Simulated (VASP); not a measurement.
# Si12H3F in VASP: a series of runs

Si12H3F is run at these levels: PBEsol; tasks: single point.

Program: VASP 6.6.1. These are calculated values, not measurements. Logs are shortened: lines on timing, memory, paths and dates and some standing lists are left out, and cuts for length are marked.

### Step 1. The cell of the first run

The cell holds a slab with vacuum, 32 atoms: a = 11.519 Å, b = 7.679 Å, c = 16.419 Å, α = 90.00°, β = 90.00°, γ = 60.00°.

### Step 2. Single point, PBEsol

File INCAR:

```
SYSTEM = Si12H3F
ALGO = Normal
EDIFF = 1E-6
ENCUT = 520
GGA = PS
ISIF = 2
ISMEAR = 0
LASPH = .True.
LCHARG = .True.
LELF = .True.
LREAL = Auto
LVHAR = .True.
LWAVE = .False.
NBANDS = 80
NELM = 100
PREC = Accurate
SIGMA = 0.02
```

File KPOINTS:

```
k-points
0
Gamma
  2 2 1
  0 0 0
```

File POSCAR:

```
Si12H3F
1.0
   11.5187690000      0.0000000000      0.0000000000
    3.8395900000      6.6503650000      0.0000000000
    0.0000000000      0.0000000000     16.4187650000
H Si F
6 24 2
Direct
    0.1111111000      0.1666667000      0.0609059000
    0.4444444000      0.1666667000      0.0609059000
    0.7777778000      0.1666667000      0.0609059000
    0.1111111000      0.6666667000      0.0609059000
    0.4444444000      0.6666667000      0.0609059000
    0.7777778000      0.6666667000      0.0609059000
    0.1111111000      0.1666667000      0.1522648000
    0.4444444000      0.1666667000      0.1522648000
    0.7777778000      0.1666667000      0.1522648000
    0.1111111000      0.6666667000      0.1522648000
    0.4444444000      0.6666667000      0.1522648000
    0.7777778000      0.6666667000      0.1522648000
   -0.1103519985      0.3322040406      0.1979044291
    0.2230684417      0.3330208658      0.1982735544
    0.5555897910      0.3337268133      0.2006539605
   -0.1110274388      0.8329115575      0.1968780560
    0.2208700597      0.8341840105      0.1987909501
    0.5531073626      0.8352223051      0.2005338148
   -0.1139644934      0.3450809484      0.3421717469
    0.2387389444      0.3449914509      0.3416266789
    0.5553573693      0.3461528202      0.3434196364
   -0.1016487389      0.8289871728      0.3402663754
    0.2475618070      0.8004830371      0.3444600803
    0.5801863006      0.8070439671      0.3464122254
    0.0174722979      0.0003597891      0.3498754100
    0.3503519931     -0.0037566460      0.3487640330
    0.6730636968      0.0088374486      0.3856824297
    0.0144462582      0.4902736675      0.3846907101
    0.3479723590      0.4895837289      0.4148843817
    0.6748507485      0.4874842843      0.4058194053
    0.6761512362      0.0039173647      0.4845669918
    1.0117594659     -0.5075967010      0.4835383217
```

Potentials or basis: VASP PAW PBE potentials, release 64 (H, Si, F).

Launch:

```
cat potpaw_PBE.64/H/POTCAR potpaw_PBE.64/Si/POTCAR potpaw_PBE.64/F/POTCAR > POTCAR
mpirun -np 1 vasp_std > vasp.out
```

OUTCAR:

```text
SYSTEM = Si12H3F
   EDIFF = 1E-6
   ENCUT = 520
   GGA = PS
   ISIF = 2
   ISMEAR = 0
   LASPH = .True.
   LREAL = Auto
   NELM = 100
   PREC = Accurate

 ion  position               nearest neighbor table
   1  0.111  0.167  0.061-   7 1.50
   2  0.444  0.167  0.061-   8 1.50
   3  0.778  0.167  0.061-   9 1.50
   4  0.111  0.667  0.061-  10 1.50
   5  0.444  0.667  0.061-  11 1.50
   6  0.778  0.667  0.061-  12 1.50
   7  0.111  0.167  0.152-   1 1.50  13 2.33  17 2.34  14 2.35
   8  0.444  0.167  0.152-   2 1.50  14 2.33  18 2.34  15 2.36
   9  0.778  0.167  0.152-   3 1.50  16 2.34  13 2.34  15 2.35
  10  0.111  0.667  0.152-   4 1.50  16 2.33  17 2.34  14 2.34
  11  0.444  0.667  0.152-   5 1.50  18 2.34  15 2.35  17 2.36
  12  0.778  0.667  0.152-   6 1.50  16 2.33  13 2.35  18 2.38
[... 10 lines left out ...]
  23  0.248  0.800  0.344-  25 2.31  26 2.33  29 2.37  17 2.41
  24  0.580  0.807  0.346-  26 2.30  30 2.34  27 2.37  18 2.41
  25  0.017  0.000  0.350-  19 2.30  23 2.31  22 2.33
  26  0.350  0.996  0.349-  24 2.30  20 2.32  23 2.33
  27  0.673  0.009  0.386-  31 1.62  21 2.35  22 2.37  24 2.37
  28  0.014  0.490  0.385-  32 1.62  20 2.35  19 2.36  22 2.37
  29  0.348  0.490  0.415-  23 2.37  20 2.38  21 2.38
  30  0.675  0.487  0.406-  24 2.34  19 2.35  21 2.37
  31  0.676  0.004  0.485-  27 1.62
  32  0.012  0.492  0.484-  28 1.62

  LATTYP: Found a simple monoclinic cell.
 ALAT       =     7.6791800344
 B/A-ratio  =     2.1380883019
 C/A-ratio  =     1.3228755546
 COS(beta)  =    -0.1889823052

  Lattice vectors:

 A1 = (   3.8395900000,   6.6503650000,   0.0000000000)
 A2 = (   0.0000000000,   0.0000000000,  16.4187650000)
 A3 = (   7.6791790000,  -6.6503650000,   0.0000000000)

Analysis of symmetry for initial positions (statically):
=====================================================================
 Subroutine PRICEL returns:
 Original cell was already a primitive cell.

 Routine SETGRP: Setting up the symmetry group for a
 simple monoclinic supercell.

 Subroutine GETGRP returns: Found  1 space group operations
 (whereof  1 operations were pure point group operations)
 out of a pool of  4 trial point group operations.

The static configuration has the point symmetry C_1 .

Analysis of symmetry for dynamics (positions and initial velocities):
=====================================================================
 Subroutine PRICEL returns:
 Original cell was already a primitive cell.

 Routine SETGRP: Setting up the symmetry group for a
 simple monoclinic supercell.

 Subroutine GETGRP returns: Found  1 space group operations
 (whereof  1 operations were pure point group operations)
 out of a pool of  4 trial point group operations.

The dynamic configuration has the point symmetry C_1 .

 Subroutine INISYM returns: Found  1 space group operations
 (whereof  1 operations are pure point group operations),
 and found     1 'primitive' translations

----------------------------------------------------------------------------------------

                                     Primitive cell

  volume of cell :    1257.7434

  direct lattice vectors                    reciprocal lattice vectors
    11.518769000  0.000000000  0.000000000     0.086814832 -0.050122567  0.000000000
     3.839590000  6.650365000  0.000000000     0.000000000  0.150367687  0.000000000
     0.000000000  0.000000000 16.418765000     0.000000000  0.000000000  0.060905921

  length of vectors
    11.518769000  7.679180034 16.418765000     0.100245134  0.150367687  0.060905921

  position of ions in fractional coordinates (direct lattice)
     0.111111100  0.166666700  0.060905900
     0.444444400  0.166666700  0.060905900
     0.777777800  0.166666700  0.060905900
     0.111111100  0.666666700  0.060905900
     0.444444400  0.666666700  0.060905900
     0.777777800  0.666666700  0.060905900
[... 24 lines left out ...]
     0.676151236  0.003917365  0.484566992
     0.011759466  0.492403299  0.483538322

  ion indices of the primitive-cell ions
   primitive index   ion index
                 1           1
                 2           2
                 3           3
                 4           4
                 5           5
                 6           6
[... 24 lines left out ...]
                31          31
                32          32

----------------------------------------------------------------------------------------

 KPOINTS: k-points

Automatic generation of k-mesh.
 Grid dimensions read from file:
 generate k-points for:    2    2    1

 Generating k-lattice:

  Cartesian coordinates                     Fractional coordinates (reciprocal lattice)
     0.043407416 -0.025061283  0.000000000     0.500000000  0.000000000  0.000000000
     0.000000000  0.075183843  0.000000000     0.000000000  0.500000000  0.000000000
     0.000000000  0.000000000  0.060905921     0.000000000  0.000000000  1.000000000

  Length of vectors
     0.050122567  0.075183843  0.060905921

  Shift w.r.t. Gamma in fractional coordinates (k-lattice)
     0.000000000  0.000000000  0.000000000

 Subroutine IBZKPT returns following result:
 ===========================================

 Found      4 irreducible k-points:

 Following reciprocal coordinates:
            Coordinates               Weight
  0.000000  0.000000  0.000000      1.000000
  0.500000  0.000000  0.000000      1.000000
  0.000000  0.500000  0.000000      1.000000
  0.500000  0.500000  0.000000      1.000000
   k-points           NKPTS =      4   k-points in BZ     NKDIM =      4   number of bands    NBANDS=     80
   number of dos      NEDOS =    301   number of ions     NIONS =     32
   total plane-waves  NPLWV = 680400
   dimension x,y,z NGX =    90 NGY =   60 NGZ =  126
   dimension x,y,z NGXF=   180 NGYF=  120 NGZF=  252
   ions per type =               6  24   2
   NGX,Y,Z   is equivalent  to a cutoff of  12.99, 12.99, 12.76 a.u.
   NGXF,Y,Z  is equivalent  to a cutoff of  25.98, 25.98, 25.52 a.u.
 SYSTEM =  Si12H3F
   PREC   = accura    normal or accurate (medium, high low for compatibility)
   ISTART =      0    job   : 0-new  1-cont  2-samecut
   ICHARG =      2    charge: 1-file 2-atom 10-const
   ISPIN  =      1    spin polarized calculation?
   LNONCOLLINEAR =      F non collinear calculations
   LSORBIT =      F    spin-orbit coupling
   LASPH  =      T    aspherical Exc in radial PAW
   ENCUT  =  520.0 eV  38.22 Ry    6.18 a.u.  21.42 14.28 30.53*2*pi/ulx,y,z
   NELM   =    100;   NELMIN=  2; NELMDL= -5     # of ELM steps
   EDIFF  = 0.1E-05   stopping-criterion for ELM
   LREAL  =      T    real-space projection
   EDIFFG = 0.1E-04   stopping-criterion for IOM
   NSW    =      0    number of steps for IOM
[... 5 lines left out ...]
   TEBEG  =    0.0;   TEEND  =   0.0 temperature during run
   PSTRESS=    0.0 pullay stress
   NELECT =     116.0000    total number of electrons
   NUPDOWN=      -1.0000    fix difference up-down
   EMIN   =  10.00;   EMAX   =-10.00  energy-range for DOS
   EFERMI =   0.00;   METHOD = LEGACY
   ISMEAR =     0;   SIGMA  =   0.02  broadening in eV -4-tet -1-fermi 0-gaus
   EFERMI_NEDOS =   21; number of points for ismear=-14 and -15
   IALGO  =     38    algorithm
   IMIX   =      4    mixing-type and parameters
     AMIX     =   0.40;   BMIX     =  1.00
     AMIX_MAG =   1.60;   BMIX_MAG =  1.00
  volume/ion in A,a.u.               =      39.30       265.24
  Fermi-wavevector in a.u.,A,eV,Ry     =   0.739657  1.397748  7.443637  0.547092
  Thomas-Fermi vector in A             =   1.833872
   LORBIT       =      0    0 simple, 1 ext, 2 COOP (PROOUT), +10 PAW based schemes
   GGA     = PS    functional components
   LHFCALC =     F    Hartree Fock is set to
   AEXX    =    0.0000 exact exchange contribution
   IVDW    =     0    specifies the selected vdW correction
   LEPSILON=     F    determine dielectric tensor
   LRPA    =     F    only Hartree local field effects (RPA)
 non-spin polarized calculation
 Gauss-broadening in eV      SIGMA  =   0.02
  energy-cutoff  :      520.00
  volume of cell :     1257.74
 maximum number of plane-waves:     33926
 NGX is ok and might be reduce to    90
   NGX = 43   NGY = 29   NGZ = 61

 number of electron     116.0000003 magnetization

 Free energy of the ion-electron system (eV)
  ---------------------------------------------------
  ext. energy  EPLUGINS =         0.00000000
  ---------------------------------------------------
  free energy    TOTEN  =      -161.78329863 eV

  energy without entropy =     -161.78329862  energy(sigma->0) =     -161.78329863

 E-fermi :  -0.7261     XC(G=0):  -4.7360

 val. band max:       -0.7993800594   @ k =   0.5000   0.5000   0.0000
 cond. band min:      -0.6527773320   @ k =   0.5000   0.0000   0.0000
 fundamental gap:      0.1466027274
 Fermi energy:        -0.7260799480

 k-point     1 :       0.0000    0.0000    0.0000
  band No.  band energies     occupation
      1     -25.4088      2.00000
      2     -25.3169      2.00000
      3     -12.3324      2.00000
      4     -11.1607      2.00000
      5     -11.0278      2.00000
      6     -10.9760      2.00000
[... 62 lines left out ...]
     69       1.5618      0.00000
     70       1.7732      0.00000

 k-point     2 :       0.5000    0.0000    0.0000
  band No.  band energies     occupation
      1     -25.4088      2.00000
      2     -25.3169      2.00000
      3     -12.0921      2.00000
      4     -11.9187      2.00000
      5     -10.7341      2.00000
      6     -10.6641      2.00000
[... 62 lines left out ...]
     69       1.8126      0.00000
     70       1.9397      0.00000

 k-point     3 :       0.0000    0.5000    0.0000
  band No.  band energies     occupation
      1     -25.4088      2.00000
      2     -25.3169      2.00000
      3     -11.7625      2.00000
      4     -11.5039      2.00000
      5     -11.3597      2.00000
      6     -11.2073      2.00000
[... 62 lines left out ...]
     69       1.9165      0.00000
     70       2.0744      0.00000

 k-point     4 :       0.5000    0.5000    0.0000
  band No.  band energies     occupation
      1     -25.4088      2.00000
      2     -25.3169      2.00000
      3     -11.8458      2.00000
      4     -11.7301      2.00000
      5     -10.8840      2.00000
      6     -10.8026      2.00000
[... 62 lines left out ...]
     69       2.2919      0.00000
     70       2.3992      0.00000
 [bands above 70 left out]

------------------------ aborting loop because EDIFF is reached ----------------------------------------

  FORCE on cell =-STRESS in cart. coord.  units (eV):
  Direction    XX          YY          ZZ          XY          YZ          ZX
  --------------------------------------------------------------------------------------
  -------------------------------------------------------------------------------------
  Total       -0.6042019      1.1576162      1.9158040      2.0546738     -0.0456405     -0.0905480
  in kB       -0.7696631      1.4746302      2.4404484      2.6173477     -0.0581392     -0.1153446
  external PRESSURE =       1.0484718 kB  Pullay stress =       0.0000000 kB

 VOLUME and BASIS-vectors are now :
 -----------------------------------------------------------------------------
  energy-cutoff  :      520.00
  volume of cell :     1257.74
      direct lattice vectors                 reciprocal lattice vectors
    11.518769000  0.000000000  0.000000000     0.086814832 -0.050122567  0.000000000
     3.839590000  6.650365000  0.000000000     0.000000000  0.150367687  0.000000000
     0.000000000  0.000000000 16.418765000     0.000000000  0.000000000  0.060905921

 POSITION                                       TOTAL-FORCE (eV/Angst)
 -----------------------------------------------------------------------------------
      1.91979      1.10839      1.00000         0.046636     -0.031116     -0.147819
      5.75938      1.10839      1.00000         0.031664     -0.044853     -0.135383
      9.59897      1.10839      1.00000         0.039269     -0.017110     -0.125398
      3.83959      4.43358      1.00000         0.017957      0.023512     -0.134157
      7.67918      4.43358      1.00000         0.023655      0.033603     -0.122007
     11.51877      4.43358      1.00000        -0.039677      0.008088     -0.139660
[... 24 lines left out ...]
      7.80347      0.02605      7.95599         0.001665     -0.007015      0.240663
      2.02608      3.27466      7.93910        -0.005724      0.002138      0.231630
 -----------------------------------------------------------------------------------
    total drift:                                0.001786     -0.000932      0.046892

  FREE ENERGIE OF THE ION-ELECTRON SYSTEM (eV)
  ---------------------------------------------------
  free  energy   TOTEN  =      -161.7832986295 eV

  energy  without entropy=     -161.7832986212  energy(sigma->0) =     -161.78329863
```

Wall time 13 min (1 thread of Intel Xeon 6975P-C (Granite Rapids), shared host); peak memory 1.4 GiB.

Results:

| Item | Value |
| --- | --- |
| Free energy | -161.7833 eV |
| Largest force | 0.280 eV/Å |
| Band gap on the k mesh | 0.15 eV (least direct gap 0.33 eV) |

Forces in eV/Å, atoms in the order of the input:
```
H    0.047 -0.031 -0.148
H    0.032 -0.045 -0.135
H    0.039 -0.017 -0.125
H    0.018  0.024 -0.134
H    0.024  0.034 -0.122
H   -0.040  0.008 -0.140
Si   0.091  0.080  0.133
Si   0.151  0.075  0.147
Si  -0.115  0.124  0.153
Si  -0.070 -0.067 -0.043
Si  -0.031 -0.147  0.203
Si  -0.225 -0.003  0.166
Si   0.009 -0.003 -0.008
Si   0.005  0.008 -0.003
Si   0.003  0.000 -0.001
Si   0.009 -0.003  0.000
Si   0.013 -0.011  0.029
Si   0.025 -0.006  0.018
Si  -0.003 -0.008 -0.007
Si  -0.002 -0.003  0.000
Si   0.013  0.013  0.001
Si  -0.005 -0.002 -0.007
Si   0.000 -0.012 -0.010
Si   0.000 -0.014 -0.002
Si   0.006  0.005  0.002
Si   0.006  0.012  0.004
Si   0.010 -0.003 -0.232
Si   0.004  0.002 -0.226
Si  -0.002  0.002  0.004
Si  -0.009 -0.007  0.011
F    0.002 -0.007  0.241
F   -0.006  0.002  0.232
```

Caveat: there is no dipole correction, which matters where the two faces differ; semilocal functionals underestimate gaps, and a narrow one can read as zero; the PAW data sets were made with another functional, which shifts forces and pressure a little.

(Part 1 of 2 ends here.)
